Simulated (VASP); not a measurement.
# Hf (P6_3/mmc) in VASP: notebook

Runs on Hf. Level: PBE. Tasks: single point, relaxation of cell and atoms.

Everything below comes from runs of VASP 6.6.1. Logs are shortened: lines on timing, memory, paths and dates and some standing lists are left out, and cuts for length are marked.

### 1 The cell of the first run

It takes space group P6_3/mmc (No. 194, hexagonal). Conventional cell: a = 3.205 Å, b = 3.205 Å, c = 5.067 Å, α = 90.00°, β = 90.00°, γ = 120.00°. Hf (site symmetry -6m2) has 12 Hf at 3.14 to 3.20 Å within 4.1 Å.

### 2 Single point, PBE

INCAR reads:

```
  PREC = Accurate
  ENCUT = 520
  EDIFF = 1E-6
  ISMEAR = 0
  SIGMA = 0.1
  LREAL = F
  LASPH = T
  NELM = 60
  ALGO = Fast
  ISIF = 2
  LWAVE = F
  LCHARG = F
  GGA = PE
  NBANDS = 17
```

KPOINTS reads:

```
regular mesh
0
Gamma
  18 18 10
```

POSCAR reads:

```
Hf
1.0
    3.2049358585      0.0000000000      0.0000000000
   -1.6024679292      2.7755558709      0.0000000000
    0.0000000000      0.0000000000      5.0670567833
Hf
2
Direct
    0.3333333333      0.6666666667      0.2500000000
    0.6666666667      0.3333333333      0.7500000000
```

Potentials or basis: VASP PAW PBE potentials, release 64 (Hf_pv).

Run with:

```
$ cat potpaw_PBE.64/Hf_pv/POTCAR > POTCAR
$ mpirun -np 1 vasp_std > vasp.out
```

OUTCAR:

```text
PREC = Accurate
   ENCUT = 520
   EDIFF = 1E-6
   ISMEAR = 0
   LREAL = F
   LASPH = T
   NELM = 60
   ISIF = 2
   GGA = PE

 ion  position               nearest neighbor table
   1  0.333  0.667  0.250-   2 3.14   2 3.14   2 3.14   2 3.14   2 3.14   2 3.14
   2  0.667  0.333  0.750-   1 3.14   1 3.14   1 3.14   1 3.14   1 3.14   1 3.14

  LATTYP: Found a hexagonal cell.
 ALAT       =     3.2049358585
 C/A-ratio  =     1.5810165966

  Lattice vectors:

 A1 = (   3.2049358585,   0.0000000000,   0.0000000000)
 A2 = (  -1.6024679292,   2.7755558709,   0.0000000000)
 A3 = (   0.0000000000,   0.0000000000,   5.0670567833)

Analysis of symmetry for initial positions (statically):
=====================================================================
 Subroutine PRICEL returns:
 Original cell was already a primitive cell.

 Routine SETGRP: Setting up the symmetry group for a
 hexagonal supercell.

 Subroutine GETGRP returns: Found 24 space group operations
 (whereof 12 operations were pure point group operations)
 out of a pool of 24 trial point group operations.

The static configuration has the point symmetry D_3d.
 The point group associated with its full space group is D_6h.

Analysis of symmetry for dynamics (positions and initial velocities):
=====================================================================
 Subroutine PRICEL returns:
 Original cell was already a primitive cell.

 Routine SETGRP: Setting up the symmetry group for a
 hexagonal supercell.

 Subroutine GETGRP returns: Found 24 space group operations
 (whereof 12 operations were pure point group operations)
 out of a pool of 24 trial point group operations.

The dynamic configuration has the point symmetry D_3d.
 The point group associated with its full space group is D_6h.

 Subroutine INISYM returns: Found 24 space group operations
 (whereof 12 operations are pure point group operations),
 and found     1 'primitive' translations

----------------------------------------------------------------------------------------

                                     Primitive cell

  volume of cell :      45.0739

  direct lattice vectors                    reciprocal lattice vectors
     3.204935858  0.000000000  0.000000000     0.312018725  0.180144095  0.000000000
    -1.602467929  2.775555871  0.000000000     0.000000000  0.360288190  0.000000000
     0.000000000  0.000000000  5.067056783     0.000000000  0.000000000  0.197353226

  length of vectors
     3.204935858  3.204935858  5.067056783     0.360288190  0.360288190  0.197353226

  position of ions in fractional coordinates (direct lattice)
     0.333333333  0.666666667  0.250000000
     0.666666667  0.333333333  0.750000000

  ion indices of the primitive-cell ions
   primitive index   ion index
                 1           1
                 2           2

----------------------------------------------------------------------------------------

 KPOINTS: regular mesh

Automatic generation of k-mesh.
 Grid dimensions read from file:
 generate k-points for:   18   18   10

 Generating k-lattice:

  Cartesian coordinates                     Fractional coordinates (reciprocal lattice)
     0.017334374  0.010008005  0.000000000     0.055555556  0.000000000  0.000000000
     0.000000000  0.020016011  0.000000000     0.000000000  0.055555556  0.000000000
     0.000000000  0.000000000  0.019735323     0.000000000  0.000000000  0.100000000

  Length of vectors
     0.020016011  0.020016011  0.019735323

  Shift w.r.t. Gamma in fractional coordinates (k-lattice)
     0.000000000  0.000000000  0.000000000

 Subroutine IBZKPT returns following result:
 ===========================================

 Found    222 irreducible k-points:

 Following reciprocal coordinates:
            Coordinates               Weight
  0.000000  0.000000  0.000000      1.000000
  0.055556  0.000000  0.000000      6.000000
  0.111111  0.000000  0.000000      6.000000
  0.166667  0.000000  0.000000      6.000000
  0.222222  0.000000  0.000000      6.000000
  0.277778  0.000000  0.000000      6.000000
[... 16 lines left out ...]
  0.333333  0.111111  0.000000     12.000000
  0.388889  0.111111  0.000000     12.000000
 [... further k-points ...]
   k-points           NKPTS =    222   k-points in BZ     NKDIM =    222   number of bands    NBANDS=     17
   number of dos      NEDOS =    301   number of ions     NIONS =      2
   total plane-waves  NPLWV =  23040
   dimension x,y,z NGX =    24 NGY =   24 NGZ =   40
   dimension x,y,z NGXF=    48 NGYF=   48 NGZF=   80
   ions per type =               2
   NGX,Y,Z   is equivalent  to a cutoff of  12.45, 12.45, 13.12 a.u.
   NGXF,Y,Z  is equivalent  to a cutoff of  24.90, 24.90, 26.25 a.u.
 SYSTEM =  unknown system
   PREC   = accura    normal or accurate (medium, high low for compatibility)
   ISTART =      0    job   : 0-new  1-cont  2-samecut
   ICHARG =      2    charge: 1-file 2-atom 10-const
   ISPIN  =      1    spin polarized calculation?
   LNONCOLLINEAR =      F non collinear calculations
   LSORBIT =      F    spin-orbit coupling
   LASPH  =      T    aspherical Exc in radial PAW
   ENCUT  =  520.0 eV  38.22 Ry    6.18 a.u.   5.96  5.96  9.42*2*pi/ulx,y,z
   NELM   =     60;   NELMIN=  2; NELMDL= -5     # of ELM steps
   EDIFF  = 0.1E-05   stopping-criterion for ELM
   LREAL  =      F    real-space projection
   EDIFFG = 0.1E-04   stopping-criterion for IOM
   NSW    =      0    number of steps for IOM
   IBRION =     -1    ionic relax: 0-MD 1-quasi-New 2-CG
   NFREE  =      0    steps in history (QN), initial steepest desc. (CG)
   ISIF   =      2    stress and relaxation
   ISYM   =      2    0-nonsym 1-usesym 2-fastsym
   POTIM  = 0.5000    time-step for ionic-motion
   TEBEG  =    0.0;   TEEND  =   0.0 temperature during run
   PSTRESS=    0.0 pullay stress
   NELECT =      20.0000    total number of electrons
   NUPDOWN=      -1.0000    fix difference up-down
   EMIN   =  10.00;   EMAX   =-10.00  energy-range for DOS
   EFERMI =   0.00;   METHOD = LEGACY
   ISMEAR =     0;   SIGMA  =   0.10  broadening in eV -4-tet -1-fermi 0-gaus
   EFERMI_NEDOS =   21; number of points for ismear=-14 and -15
   IALGO  =     68    algorithm
   IMIX   =      4    mixing-type and parameters
     AMIX     =   0.40;   BMIX     =  1.00
     AMIX_MAG =   1.60;   BMIX_MAG =  1.00
  volume/ion in A,a.u.               =      22.54       152.09
  Fermi-wavevector in a.u.,A,eV,Ry     =   1.248657  2.359619 21.213444  1.559144
  Thomas-Fermi vector in A             =   2.382733
   LORBIT       =      0    0 simple, 1 ext, 2 COOP (PROOUT), +10 PAW based schemes
   GGA     = PE    functional components
   LHFCALC =     F    Hartree Fock is set to
   AEXX    =    0.0000 exact exchange contribution
   IVDW    =     0    specifies the selected vdW correction
   LEPSILON=     F    determine dielectric tensor
   LRPA    =     F    only Hartree local field effects (RPA)
 non-spin polarized calculation
 RMM-DIIS sequential band-by-band and
 Gauss-broadening in eV      SIGMA  =   0.10
  energy-cutoff  :      520.00
  volume of cell :       45.07
 maximum number of plane-waves:      1236
 NGX is ok and might be reduce to    24
   NGX = 11   NGY = 11   NGZ = 19

 number of electron      20.0000005 magnetization

 Free energy of the ion-electron system (eV)
  ---------------------------------------------------
  ext. energy  EPLUGINS =         0.00000000
  ---------------------------------------------------
  free energy    TOTEN  =       -19.85398365 eV

  energy without entropy =      -19.84687795  energy(sigma->0) =      -19.85043080

 E-fermi :   4.8789     XC(G=0): -11.2497

 val. band max:        4.8751332503   @ k =   0.1111   0.0000   0.1000
 cond. band min:       4.8794667191   @ k =   0.1667   0.0000   0.1000
 fundamental gap:      0.0043334689
 Fermi energy:         4.8788786027

 k-point     1 :       0.0000    0.0000    0.0000
  band No.  band energies     occupation
      1     -26.2152      2.00000
      2     -25.4887      2.00000
      3     -25.4887      2.00000
      4     -25.3684      2.00000
      5     -25.3634      2.00000
      6     -25.3634      2.00000
[... 9 lines left out ...]
     16       7.4839      0.00000
     17      10.1602      0.00000

 k-point     2 :       0.0556    0.0000    0.0000
  band No.  band energies     occupation
      1     -26.2073      2.00000
      2     -25.5053      2.00000
      3     -25.4943      2.00000
      4     -25.3810      2.00000
      5     -25.3720      2.00000
      6     -25.3656      2.00000
[... 9 lines left out ...]
     16       7.3927      0.00000
     17      10.2430      0.00000

 k-point     3 :       0.1111    0.0000    0.0000
  band No.  band energies     occupation
      1     -26.1843      2.00000
      2     -25.5534      2.00000
      3     -25.5103      2.00000
      4     -25.4314      2.00000
      5     -25.3828      2.00000
      6     -25.3722      2.00000
[... 9 lines left out ...]
     16       7.1884      0.00000
     17      10.4204      0.00000

 k-point     4 :       0.1667    0.0000    0.0000
  band No.  band energies     occupation
      1     -26.1475      2.00000
      2     -25.6271      2.00000
      3     -25.5342      2.00000
      4     -25.5068      2.00000
      5     -25.4009      2.00000
      6     -25.3829      2.00000
[... 9 lines left out ...]
     16       7.5878      0.00000
     17      10.6436      0.00000

 k-point     5 :       0.2222    0.0000    0.0000
  band No.  band energies     occupation
      1     -26.0992      2.00000
      2     -25.7176      2.00000
      3     -25.5966      2.00000
      4     -25.5625      2.00000
      5     -25.4262      2.00000
      6     -25.3967      2.00000
[... 9 lines left out ...]
     16       8.1240      0.00000
     17      10.8532      0.00000

 k-point     6 :       0.2778    0.0000    0.0000
  band No.  band energies     occupation
      1     -26.0425      2.00000
      2     -25.8138      2.00000
      3     -25.6891      2.00000
      4     -25.5919      2.00000
      5     -25.4583      2.00000
      6     -25.4120      2.00000
[... 9 lines left out ...]
     16       8.7693      0.00000
     17      11.0225      0.00000

 k-point     7 :       0.3333    0.0000    0.0000
  band No.  band energies     occupation
      1     -25.9819      2.00000
      2     -25.9041      2.00000
      3     -25.7735      2.00000
      4     -25.6189      2.00000
      5     -25.4957      2.00000
      6     -25.4268      2.00000
[... 9 lines left out ...]
     16       9.4789      0.00000
     17      11.1448      0.00000

 k-point     8 :       0.3889    0.0000    0.0000
  band No.  band energies     occupation
      1     -25.9773      2.00000
      2     -25.9234      2.00000
      3     -25.8406      2.00000
      4     -25.6405      2.00000
      5     -25.5352      2.00000
      6     -25.4392      2.00000
[... 9 lines left out ...]
     16      10.1903      0.00000
     17      11.2240      0.00000
[... 203 lines left out ...]
      1     -26.1262      2.00000
      2     -25.6492      2.00000
      3     -25.5996      2.00000
      4     -25.5015      2.00000
      5     -25.4118      2.00000
      6     -25.4016      2.00000
[... 9 lines left out ...]
     16       7.9575      0.00000
     17      10.6410      0.00000

 k-point    20 :       0.1667    0.1111    0.0000
  band No.  band energies     occupation
      1     -26.0792      2.00000
      2     -25.7229      2.00000
      3     -25.6720      2.00000
      4     -25.5418      2.00000
      5     -25.4372      2.00000
      6     -25.4237      2.00000
[... 9 lines left out ...]
     16       8.5715      0.00000
     17      10.7617      0.00000

 k-point    21 :       0.2222    0.1111    0.0000
  band No.  band energies     occupation
      1     -26.0239      2.00000
      2     -25.8100      2.00000
      3     -25.7377      2.00000
      4     -25.5867      2.00000
      5     -25.4693      2.00000
      6     -25.4452      2.00000
[... 9 lines left out ...]
     16       9.2840      0.00000
     17      10.8709      0.00000

 k-point    22 :       0.2778    0.1111    0.0000
  band No.  band energies     occupation
      1     -25.9644      2.00000
      2     -25.8942      2.00000
      3     -25.7950      2.00000
      4     -25.6295      2.00000
      5     -25.5070      2.00000
      6     -25.4646      2.00000
[... 9 lines left out ...]
     16      10.0587      0.00000
     17      10.9543      0.00000

 k-point    23 :       0.3333    0.1111    0.0000
  band No.  band energies     occupation
      1     -25.9628      2.00000
      2     -25.9064      2.00000
      3     -25.8408      2.00000
      4     -25.6641      2.00000
      5     -25.5472      2.00000
      6     -25.4801      2.00000
[... 9 lines left out ...]
     16      10.8478      0.00000
     17      11.0089      0.00000

 k-point    24 :       0.3889    0.1111    0.0000
  band No.  band energies     occupation
      1     -26.0073      2.00000
      2     -25.8705      2.00000
      3     -25.8593      2.00000
      4     -25.6863      2.00000
      5     -25.5826      2.00000
      6     -25.4902      2.00000
[... 9 lines left out ...]
     16      11.0384      0.00000
     17      11.5405      0.00000

 [... further k-points ...]
[... 5 lines left out ...]
  --------------------------------------------------------------------------------------
  -------------------------------------------------------------------------------------
  Total       -0.1124442     -0.1124442     -0.1463235     -0.0000000     -0.0000000      0.0000000
  in kB       -3.9968946     -3.9968946     -5.2011509     -0.0000000     -0.0000000      0.0000000
  external PRESSURE =      -4.3983134 kB  Pullay stress =       0.0000000 kB

 VOLUME and BASIS-vectors are now :
 -----------------------------------------------------------------------------
  energy-cutoff  :      520.00
  volume of cell :       45.07
      direct lattice vectors                 reciprocal lattice vectors
     3.204935858  0.000000000  0.000000000     0.312018725  0.180144095  0.000000000
    -1.602467929  2.775555871  0.000000000     0.000000000  0.360288190  0.000000000
     0.000000000  0.000000000  5.067056783     0.000000000  0.000000000  0.197353226

 POSITION                                       TOTAL-FORCE (eV/Angst)
 -----------------------------------------------------------------------------------
     -0.00000      1.85037      1.26676        -0.000000     -0.000000      0.000000
      1.60247      0.92519      3.80029         0.000000      0.000000      0.000000
 -----------------------------------------------------------------------------------
    total drift:                                0.000000     -0.000000      0.000000

  FREE ENERGIE OF THE ION-ELECTRON SYSTEM (eV)
  ---------------------------------------------------
  free  energy   TOTEN  =       -19.8539836544 eV

  energy  without entropy=      -19.8468779492  energy(sigma->0) =      -19.85043080
```

It took 92 s on 1 thread of AMD EPYC 9R45 (Zen 5), shared host; peak memory 0.24 GiB.

What came out:

```
Free energy            : -19.8540 eV
Pressure               : -0.4 GPa
Band gap on the k mesh : zero (bands 10 and 11 overlap by 1.61 eV)
```

Caveat: spin-orbit coupling is left out, which moves the levels of the heavy elements.

(Part 1 of 2 ends here.)
